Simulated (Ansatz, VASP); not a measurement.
One calculation of LuCrB2O6, two programs

```
Lu Cr B O
1.0
     2.38667    1.37795    5.15263
    -2.38667    1.37795    5.15263
     0.00000   -2.75589    5.15263
Lu Cr B O
1 1 2 6
Direct
  0.50000 0.50000 0.50000
  0.00000 0.00000 0.00000
  0.74084 0.74084 0.74084
  0.25916 0.25916 0.25916
  0.76876 0.02075 0.44207
  0.02075 0.44207 0.76876
  0.44207 0.76876 0.02075
  0.97925 0.55793 0.23124
  0.55793 0.23124 0.97925
  0.23124 0.97925 0.55793
```

Alike in both runs: task single point; functional PBE; k mesh 6 × 6 × 6; occupations gaussian, width 0.05 eV; no spin polarisation.

|  | VASP | Ansatz |
| --- | --- | --- |
| version | VASP 6.6.1 | Ansatz 0.2.0 |
| potentials or method | VASP PAW PBE potentials, release 64 (Lu, Cr_pv, B, O), cutoff 520 eV | scalar-relativistic, plane waves, PAW |
| valence electrons in the cell | 79 | 81 |

Ansatz gave:

```
gap on the k mesh at the Fermi level (eV)                     : none
pressure (GPa)                                                : -1.2
traceless stress, the component that is largest in VASP (GPa) : -0.68
rms of the force components (eV/Å)                            : 0.091
```

Which values does VASP return?

gap on the k mesh at the Fermi level (eV): none; pressure (GPa): -0.6; traceless stress, the component that is largest in VASP (GPa): -1.06; rms of the force components (eV/Å): 0.111.

Atom by atom the forces differ by 0.022 eV/Å (rms over components). A gap of «none» marks a metal or a gap that the smearing closes. The functional is the same, so the differences come from potentials, cutoffs and numerics. VASP's potentials hold 79 valence electrons a cell and Ansatz's 81, so a difference there can come from the potentials and not from the codes.

Spin-orbit coupling is off throughout.
